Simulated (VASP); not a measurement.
# CdBi3O (P4/mmm) in VASP: a series of runs, part 3 of 3

VASP 6.6.1. Earlier steps stand in the parts before.

### 6 Relaxation of cell and atoms, PBE

This run uses another cell than the first one, of 28.15 Å³/atom.

File INCAR:

```
PREC = Accurate ; ENCUT = 600
EDIFF = 1E-7 ; ISMEAR = 0
SIGMA = 0.1 ; LREAL = False
LASPH = True ; NELM = 120
ALGO = Normal ; ISIF = 3
LWAVE = False ; LCHARG = False
GGA = PE ; IBRION = 2
NSW = 90 ; EDIFFG = -0.04
GGA_COMPAT = False ; NELMIN = 4
```

File KPOINTS:

```
Automatic mesh
0
Gamma
  6 6 2
```

File POSCAR:

```
CdBi3O
1.0
    3.5145053530      0.0000000000      0.0000000000
    0.0000000000      3.5145053530      0.0000000000
    0.0000000000      0.0000000000     11.3965456232
Cd Bi O
1 3 1
Direct
    0.0000000000      0.0000000000      0.5000000000
    0.0000000000      0.0000000000      0.7587296182
    0.0000000000      0.0000000000      0.2412703818
    0.5000000000      0.5000000000      0.0000000000
    0.0000000000      0.0000000000      0.0000000000
```

Potentials or basis: VASP PAW PBE potentials, release 64 (Cd, Bi_d, O).

The run is started by

```bash
cat potpaw_PBE.64/Cd/POTCAR potpaw_PBE.64/Bi_d/POTCAR potpaw_PBE.64/O/POTCAR > POTCAR
mpirun -np 1 vasp_std > vasp.out
```

OUTCAR:

```text
PREC = Accurate
   ENCUT = 600
   EDIFF = 1E-7
   ISMEAR = 0
   LREAL = False
   LASPH = True
   NELM = 120
   ISIF = 3
   GGA = PE
   IBRION = 2
   NSW = 90
   EDIFFG = -0.04
   NELMIN = 4

 ion  position               nearest neighbor table
   1  0.000  0.000  0.500-   2 2.95   3 2.95
   2  0.000  0.000  0.759-   5 2.75   1 2.95   4 3.71   4 3.71   4 3.71   4 3.71
   3  0.000  0.000  0.241-   5 2.75   1 2.95   4 3.71   4 3.71   4 3.71   4 3.71
   4  0.500  0.500  0.000-   5 2.49   5 2.49   5 2.49   5 2.49   3 3.71   3 3.71   2 3.71   3 3.71
                             2 3.71   2 3.71   3 3.71   2 3.71
   5  0.000  0.000  0.000-   4 2.49   4 2.49   4 2.49   4 2.49   2 2.75   3 2.75

  LATTYP: Found a simple tetragonal cell.
 ALAT       =     3.5145053530
 C/A-ratio  =     3.2427168203

  Lattice vectors:

 A1 = (   3.5145053530,   0.0000000000,   0.0000000000)
 A2 = (   0.0000000000,   3.5145053530,   0.0000000000)
 A3 = (   0.0000000000,   0.0000000000,  11.3965456232)

Analysis of symmetry for initial positions (statically):
=====================================================================
 Subroutine PRICEL returns:
 Original cell was already a primitive cell.

 Routine SETGRP: Setting up the symmetry group for a
 simple tetragonal supercell.

 Subroutine GETGRP returns: Found 16 space group operations
 (whereof 16 operations were pure point group operations)
 out of a pool of 16 trial point group operations.

The static configuration has the point symmetry D_4h.

Analysis of symmetry for dynamics (positions and initial velocities):
=====================================================================
 Subroutine PRICEL returns:
 Original cell was already a primitive cell.

 Routine SETGRP: Setting up the symmetry group for a
 simple tetragonal supercell.

 Subroutine GETGRP returns: Found 16 space group operations
 (whereof 16 operations were pure point group operations)
 out of a pool of 16 trial point group operations.

The dynamic configuration has the point symmetry D_4h.
[... 133 lines left out ...]
 Gauss-broadening in eV      SIGMA  =   0.10
  energy-cutoff  :      600.00
  volume of cell :      140.77
 maximum number of plane-waves:      4724
   NGX = 15   NGY = 15   NGZ = 45

--------------------------------------- Ionic step        1  -------------------------------------------

 number of electron      63.0000022 magnetization

 Free energy of the ion-electron system (eV)
  ---------------------------------------------------
  ext. energy  EPLUGINS =         0.00000000
  ---------------------------------------------------
  free energy    TOTEN  =       -17.73299558 eV

  energy without entropy =      -17.70543163  energy(sigma->0) =      -17.71921360

------------------------ aborting loop because EDIFF is reached ----------------------------------------

  FORCE on cell =-STRESS in cart. coord.  units (eV):
  Direction    XX          YY          ZZ          XY          YZ          ZX
  --------------------------------------------------------------------------------------
  -------------------------------------------------------------------------------------
  Total       -1.3394073     -1.3394073      1.9251834      0.0000000     -0.0000000      0.0000000
  in kB      -15.2447952    -15.2447952     21.9119510      0.0000000     -0.0000000      0.0000000
  external PRESSURE =      -2.8592131 kB  Pullay stress =       0.0000000 kB
[... 98 lines left out ...]
  FREE ENERGIE OF THE ION-ELECTRON SYSTEM (eV)
  ---------------------------------------------------
  free  energy   TOTEN  =       -17.8213099125 eV

  energy  without entropy=      -17.8017190594  energy(sigma->0) =      -17.81151449

 E-fermi :   5.6854     XC(G=0):  -9.7720

 val. band max:        5.6479384123   @ k =   0.3333   0.1667   0.5000
 cond. band min:       5.6884393975   @ k =   0.3333   0.3333   0.0000
 fundamental gap:      0.0405009851
 Fermi energy:         5.6853911218

 k-point     1 :       0.0000    0.0000    0.0000
  band No.  band energies     occupation
      1     -18.1242      2.00000
      2     -17.9652      2.00000
      3     -17.8849      2.00000
      4     -17.8120      2.00000
      5     -17.8120      2.00000
      6     -17.5108      2.00000
[... 789 lines left out ...]
     36       7.5821      0.00000
     37       9.1558      0.00000

[... ionic steps 4 to 16 ...]

--------------------------------------- Ionic step       17  -------------------------------------------

 number of electron      62.9999989 magnetization

------------------------ aborting loop because EDIFF is reached ----------------------------------------
[... 73 lines left out ...]
--------------------------------------- Ionic step       19  -------------------------------------------

 number of electron      62.9999990 magnetization

 Free energy of the ion-electron system (eV)
  ---------------------------------------------------
  ext. energy  EPLUGINS =         0.00000000
  ---------------------------------------------------
  free energy    TOTEN  =       -17.95504505 eV

  energy without entropy =      -17.93992316  energy(sigma->0) =      -17.94748411

 E-fermi :   5.3222     XC(G=0):  -9.6468

 val. band max:        5.2941295808   @ k =   0.1667   0.0000   0.0000
 cond. band min:       5.3534988227   @ k =   0.5000   0.3333   0.5000
 fundamental gap:      0.0593692419
 Fermi energy:         5.3222422400

 k-point     1 :       0.0000    0.0000    0.0000
  band No.  band energies     occupation
      1     -18.3463      2.00000
      2     -18.2550      2.00000
      3     -18.0912      2.00000
      4     -18.0743      2.00000
      5     -18.0743      2.00000
      6     -17.6814      2.00000
[... 821 lines left out ...]
  FREE ENERGIE OF THE ION-ELECTRON SYSTEM (eV)
  ---------------------------------------------------
  free  energy   TOTEN  =       -17.9550450544 eV

  energy  without entropy=      -17.9399231574  energy(sigma->0) =      -17.94748411

 reached required accuracy - stopping structural energy minimisation
```

Run time: 15 min. Hardware: 1 thread of Intel Xeon 6975P-C (Granite Rapids), shared host; peak memory 0.34 GiB.

Results:

```yaml
Free_energy: -17.9550 eV
Relaxed_volume: 28.37 Å³/atom
Relaxed_cell: a = 3.396 Å, b = 3.396 Å, c = 12.299 Å, α = 90.00°, β = 90.00°, γ = 90.00°
Space_group_after_relaxing_to_0.1_Å: P4/mmm (No. 123)
Energy_gained_by_relaxing: 44.4 meV/atom
Ionic_steps: 19
Pressure_after_relaxing: 0.0 GPa
Largest_force_after_relaxing: 0.015 eV/Å
Band_gap_on_the_k_mesh: zero (an odd number of electrons rules out a gap without spin polarisation)
```

Forces on the atoms (eV/Å):
```
Cd   0.000  0.000  0.000
Bi   0.000  0.000  0.015
Bi   0.000  0.000 -0.015
Bi   0.000  0.000  0.000
O    0.000  0.000  0.000
```

Stress tensor (GPa, compression positive):
```
-0.03  0.00  0.00
 0.00 -0.03  0.00
 0.00  0.00  0.10
```

The path:
```csv
step,energy change (eV),largest force (eV/Å),pressure (GPa),volume (Å³)
1,0.0000,0.2293,-0.29,140.77
2,-0.0624,0.4553,-0.12,139.70
3,-0.0883,0.6066,0.61,138.16
4,-0.0899,0.5928,0.41,138.48
5,-0.1304,0.5016,0.05,139.59
6,-0.1759,0.3749,-0.36,141.62
7,-0.1967,0.1797,-0.56,145.55
8,-0.2035,0.2317,1.03,141.03
9,-0.2154,0.0219,0.29,142.91
10,-0.2118,0.1112,-0.62,144.97
11,-0.2176,0.0503,-0.08,143.71
12,-0.2184,0.0667,0.01,143.25
13,-0.2188,0.0946,0.16,142.52
14,-0.2190,0.0919,0.14,142.48
15,-0.2197,0.0841,0.11,142.36
16,-0.2208,0.0692,0.08,142.12
17,-0.2214,0.0370,0.03,141.65
18,-0.2214,0.0457,0.04,141.77
19,-0.2220,0.0146,0.02,141.87
```

Final structure:
```xyz
5
Lattice="3.3964 0.0000 0.0000 0.0000 3.3964 0.0000 0.0000 0.0000 12.2986" Properties=species:S:1:pos:R:3 pbc="T T T"
Cd    0.0000    0.0000    6.1493
Bi    0.0000    0.0000    9.0538
Bi    0.0000    0.0000    3.2448
Bi    1.6982    1.6982    0.0000
O     0.0000    0.0000    0.0000
```

Caveat: spin-orbit coupling is left out, which moves the levels of the heavy elements; an odd number of electrons without spin polarisation forces a metal; a magnetic or distorted state may lie lower.

### 7 The runs side by side

| task | cell | k mesh | gap on the mesh (eV) | pressure (GPa) | relaxed volume (Å³/atom) | largest force (eV/Å) |
| --- | --- | --- | --- | --- | --- | --- |
| single point | a = 4.527, b = 4.527, c = 7.422 Å, 5 atoms, atomic positions A | 4 × 4 × 4 | none | 48.3 | - | 8.02 |
| single point | a = 3.399, b = 3.399, c = 12.222 Å, 5 atoms, atomic positions B | 6 × 6 × 2 | none | 0.1 | - | 0.01 |
| single point | a = 3.515, b = 3.515, c = 11.397 Å, 5 atoms, atomic positions C | 4 × 4 × 4 | none | 0.0 | - | - |
| relaxation of cell and atoms | relaxed from a = 4.527, b = 4.527, c = 7.422 Å, 5 atoms, atomic positions A | 4 × 4 × 4 | none | 0.0 | 27.68 | 0.01 |
| relaxation of cell and atoms | relaxed from a = 3.515, b = 3.515, c = 11.397 Å, 5 atoms, atomic positions C | 6 × 6 × 2 | none | 0.0 | 28.37 | 0.01 |

Alike in all rows: level PBE; potentials or basis VASP PAW PBE potentials, release 64 (Cd, Bi_d, O); no spin polarisation; cutoff (eV) 600; smearing gaussian 0.1 eV.

Caveats: some runs use coarse meshes; spin-orbit coupling is left out, which moves the levels of the heavy elements; an odd number of electrons without spin polarisation forces a metal; a magnetic or distorted state may lie lower; the cell stands under pressure (at least some runs); a cell axis changed by over 15 % at a fixed basis, so the end point is rough (at least some runs).

Total energies depend on the potentials used, so only differences within one code and one set of settings carry meaning.
